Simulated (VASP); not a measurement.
# Si3N4 (P6_3/m) in VASP: notebook, part 2 of 2

VASP 6.6.1.

**3. Relaxation of the atoms, PBE (z stretched by +2 %)**

Contents of INCAR:

```
SYSTEM = Si3N4
ALGO     = Normal         ! electronic algorithm
EDIFF    = 1E-7           ! SCF threshold, eV
EDIFFG   = -0.02          ! ionic threshold
ENCUT    = 520            ! plane-wave cutoff, eV
GGA      = PE             ! functional
IBRION   = 2              ! ionic algorithm
ISIF     = 2              ! what is computed and relaxed
ISMEAR   = -1             ! smearing method
LASPH    = .TRUE.         ! aspherical terms in the spheres
LCHARG   = .FALSE.        ! write CHGCAR
LREAL    = .FALSE.        ! projectors in reciprocal space
LWAVE    = .FALSE.        ! write WAVECAR
NELM     = 60             ! most SCF steps
NSW      = 80             ! ionic steps
PREC     = Accurate       ! precision mode
SIGMA    = 0.02           ! smearing width, eV
```

Contents of KPOINTS:

```
k-points
0
G
  4 4 9
  0 0 0
```

Contents of POSCAR:

```
Si3N4
1.0
    7.6170000000      0.0000000000      0.0000000000
   -3.8085000000      6.5965155006      0.0000000000
    0.0000000000      0.0000000000      2.9716680000
Si N
6 8
Direct
    0.1740483637      0.7679428862      0.2500000000
    0.4061054775      0.1740483637      0.7500000000
    0.2320571138      0.4061054775      0.2500000000
    0.8259516363      0.2320571138      0.7500000000
    0.5938945225      0.8259516363      0.2500000000
    0.7679428862      0.5938945225      0.7500000000
    0.3333333333      0.6666666667      0.2500000000
    0.6666666667      0.3333333333      0.7500000000
    0.3297879500      0.0300001254      0.2500000000
    0.2997878246      0.3297879500      0.7500000000
    0.9699998746      0.2997878246      0.2500000000
    0.6702120500      0.9699998746      0.7500000000
    0.7002121754      0.6702120500      0.2500000000
    0.0300001254      0.7002121754      0.7500000000
```

Potentials or basis: VASP PAW PBE potentials, release 64 (Si, N).

The run is started by

```console
cat potpaw_PBE.64/Si/POTCAR potpaw_PBE.64/N/POTCAR > POTCAR
mpirun -np 1 vasp_std > vasp.out
```

OUTCAR:

```text
SYSTEM = Si3N4
   EDIFF = 1E-7
   EDIFFG = -0.02
   ENCUT = 520
   GGA = PE
   IBRION = 2
   ISIF = 2
   ISMEAR = -1
   LASPH = .TRUE.
   LREAL = .FALSE.
   NELM = 60
   NSW = 80
   PREC = Accurate

 ion  position               nearest neighbor table
   1  0.174  0.768  0.250-   7 1.73   9 1.74  14 1.76  14 1.76   3 3.00   5 3.00   2 3.07   2 3.07
                             6 3.07   6 3.07
   2  0.406  0.174  0.750-   8 1.73  10 1.74   9 1.76   9 1.76   6 3.00   4 3.00   1 3.07   1 3.07
                             3 3.07   3 3.07
   3  0.232  0.406  0.250-   7 1.73  11 1.74  10 1.76  10 1.76   5 3.00   1 3.00   2 3.07   2 3.07
                             4 3.07   4 3.07
   4  0.826  0.232  0.750-   8 1.73  12 1.74  11 1.76  11 1.76   6 3.00   2 3.00   5 3.07   5 3.07
                             3 3.07   3 3.07
   5  0.594  0.826  0.250-   7 1.73  13 1.74  12 1.76  12 1.76   3 3.00   1 3.00   4 3.07   4 3.07
                             6 3.07   6 3.07
   6  0.768  0.594  0.750-   8 1.73  14 1.74  13 1.76  13 1.76   2 3.00   4 3.00   5 3.07   5 3.07
                             1 3.07   1 3.07
   7  0.333  0.667  0.250-   1 1.73   5 1.73   3 1.73
   8  0.667  0.333  0.750-   4 1.73   2 1.73   6 1.73
   9  0.330  0.030  0.250-   1 1.74   2 1.76   2 1.76
  10  0.300  0.330  0.750-   2 1.74   3 1.76   3 1.76
  11  0.970  0.300  0.250-   3 1.74   4 1.76   4 1.76
  12  0.670  0.970  0.750-   4 1.74   5 1.76   5 1.76
  13  0.700  0.670  0.250-   5 1.74   6 1.76   6 1.76
  14  0.030  0.700  0.750-   6 1.74   1 1.76   1 1.76

  LATTYP: Found a hexagonal cell.
 ALAT       =     7.6170000000
 C/A-ratio  =     0.3901362741

  Lattice vectors:

 A1 = (   7.6170000000,   0.0000000000,   0.0000000000)
 A2 = (  -3.8085000000,   6.5965155006,   0.0000000000)
 A3 = (   0.0000000000,   0.0000000000,   2.9716680000)

Analysis of symmetry for initial positions (statically):
=====================================================================
 Subroutine PRICEL returns:
 Original cell was already a primitive cell.

 Routine SETGRP: Setting up the symmetry group for a
 hexagonal supercell.

 Subroutine GETGRP returns: Found 12 space group operations
 (whereof  6 operations were pure point group operations)
[... 162 lines left out ...]
   GGA     = PE    functional components
   LHFCALC =     F    Hartree Fock is set to
   AEXX    =    0.0000 exact exchange contribution
   IVDW    =     0    specifies the selected vdW correction
   LEPSILON=     F    determine dielectric tensor
   LRPA    =     F    only Hartree local field effects (RPA)
 conjugate gradient relaxation of ions
 non-spin polarized calculation
  energy-cutoff  :      520.00
  volume of cell :      149.31
 maximum number of plane-waves:      4043
 NGX is ok and might be reduce to    60
   NGX = 29   NGY = 29   NGZ = 11

--------------------------------------- Ionic step        1  -------------------------------------------

 number of electron      64.0000002 magnetization

 Free energy of the ion-electron system (eV)
  ---------------------------------------------------
  ext. energy  EPLUGINS =         0.00000000
  ---------------------------------------------------
  free energy    TOTEN  =      -114.47194184 eV

  energy without entropy =     -114.47194184  energy(sigma->0) =     -114.47194184

------------------------ aborting loop because EDIFF is reached ----------------------------------------

  FORCE on cell =-STRESS in cart. coord.  units (eV):
  Direction    XX          YY          ZZ          XY          YZ          ZX
  --------------------------------------------------------------------------------------
  -------------------------------------------------------------------------------------
  Total        2.0286038      2.0286038     -7.6496846      0.0000000     -0.0000000      0.0000000
  in kB       21.7675212     21.7675212    -82.0833899      0.0000004     -0.0000000      0.0000000
  external PRESSURE =     -12.8494492 kB  Pullay stress =       0.0000000 kB
[... 125 lines left out ...]
  FREE ENERGIE OF THE ION-ELECTRON SYSTEM (eV)
  ---------------------------------------------------
  free  energy   TOTEN  =      -114.4822856438 eV

  energy  without entropy=     -114.4822856437  energy(sigma->0) =     -114.48228564

[... ionic steps 4 to 7 ...]

--------------------------------------- Ionic step        8  -------------------------------------------

 number of electron      64.0000003 magnetization

------------------------ aborting loop because EDIFF is reached ----------------------------------------
[... 91 lines left out ...]
--------------------------------------- Ionic step       10  -------------------------------------------

 number of electron      64.0000003 magnetization

 Free energy of the ion-electron system (eV)
  ---------------------------------------------------
  ext. energy  EPLUGINS =         0.00000000
  ---------------------------------------------------
  free energy    TOTEN  =      -114.48518790 eV

  energy without entropy =     -114.48518790  energy(sigma->0) =     -114.48518790

 E-fermi :   6.9420     XC(G=0): -10.7011

 val. band max:        6.5170421085   @ k =   0.0000   0.0000   0.2222
 cond. band min:      10.4200545027   @ k =   0.0000   0.0000   0.0000
 fundamental gap:      3.9030123942
 Fermi energy:         6.9419530170

 k-point     1 :       0.0000    0.0000    0.0000
  band No.  band energies     occupation
      1     -11.5151      2.00000
      2     -10.0715      2.00000
      3     -10.0715      2.00000
      4      -9.4615      2.00000
      5      -9.2866      2.00000
      6      -9.2866      2.00000
[... 890 lines left out ...]
  FREE ENERGIE OF THE ION-ELECTRON SYSTEM (eV)
  ---------------------------------------------------
  free  energy   TOTEN  =      -114.4851879031 eV

  energy  without entropy=     -114.4851879030  energy(sigma->0) =     -114.48518790

 reached required accuracy - stopping structural energy minimisation
```

CONTCAR:

```text
Si3N4
   1.00000000000000
     7.6170000000000000    0.0000000000000000    0.0000000000000000
    -3.8085000000000000    6.5965155005999998    0.0000000000000000
     0.0000000000000000    0.0000000000000000    2.9716680000000002
  Si              N
     6     8
Direct
     0.1743315767542829    0.7691349809984092    0.2500000000000000
[... 17 lines left out ...]
  0.00000000E+00  0.00000000E+00  0.00000000E+00
  0.00000000E+00  0.00000000E+00  0.00000000E+00
  0.00000000E+00  0.00000000E+00  0.00000000E+00
  0.00000000E+00  0.00000000E+00  0.00000000E+00
  0.00000000E+00  0.00000000E+00  0.00000000E+00
  0.00000000E+00  0.00000000E+00  0.00000000E+00
  0.00000000E+00  0.00000000E+00  0.00000000E+00
  0.00000000E+00  0.00000000E+00  0.00000000E+00
  0.00000000E+00  0.00000000E+00  0.00000000E+00
  0.00000000E+00  0.00000000E+00  0.00000000E+00
  0.00000000E+00  0.00000000E+00  0.00000000E+00
```

It took 17 min on 1 thread of Oxide Virtual Turin-like, shared host; peak memory 0.29 GiB.

What came out:

* Free energy: -114.4852 eV
* Energy gained by relaxing: 0.9 meV/atom
* Ionic steps: 10
* Pressure after relaxing: -1.2 GPa
* Largest force after relaxing: 0.007 eV/Å
* Band gap on the k mesh: 3.90 eV (least direct gap 4.21 eV)

Forces on the atoms (eV/Å):
```
Si   0.005  0.000  0.000
Si   0.002  0.004  0.000
Si  -0.002  0.004  0.000
Si  -0.005  0.000  0.000
Si  -0.002 -0.004  0.000
Si   0.002 -0.004  0.000
N    0.000  0.000  0.000
N    0.000  0.000  0.000
N    0.004  0.006  0.000
N   -0.003  0.006  0.000
N   -0.007  0.000  0.000
N   -0.004 -0.006  0.000
N    0.003 -0.006  0.000
N    0.007  0.000  0.000
```

The path:
```tsv
step	energy change (eV)	largest force (eV/Å)	pressure (GPa)
1	0.0000	0.3040	-1.28
2	0.0152	0.5343	-1.42
3	-0.0103	0.0647	-1.37
4	-0.0114	0.0378	-1.35
5	-0.0121	0.0552	-1.31
6	-0.0122	0.0601	-1.30
7	-0.0126	0.0325	-1.27
8	-0.0126	0.0300	-1.27
9	-0.0129	0.0214	-1.25
10	-0.0132	0.0073	-1.21
```

Final structure:
```
Si N
1.0
     7.61700    0.00000    0.00000
    -3.80850    6.59652    0.00000
     0.00000    0.00000    2.97167
Si N
6 8
Direct
  0.17433 0.76914 0.25000
  0.40520 0.17433 0.75000
  0.23087 0.40520 0.25000
  0.82567 0.23087 0.75000
  0.59480 0.82567 0.25000
  0.76913 0.59480 0.75000
  0.33333 0.66667 0.25000
  0.66667 0.33333 0.75000
  0.32983 0.03209 0.25000
  0.29774 0.32983 0.75000
  0.96791 0.29774 0.25000
  0.67017 0.96791 0.75000
  0.70226 0.67017 0.25000
  0.03209 0.70226 0.75000
```

Caveat: the cell differs from its parent crystal (z stretched by +2 %); an odd mesh through Γ misses points on the zone boundary, where band edges can lie.
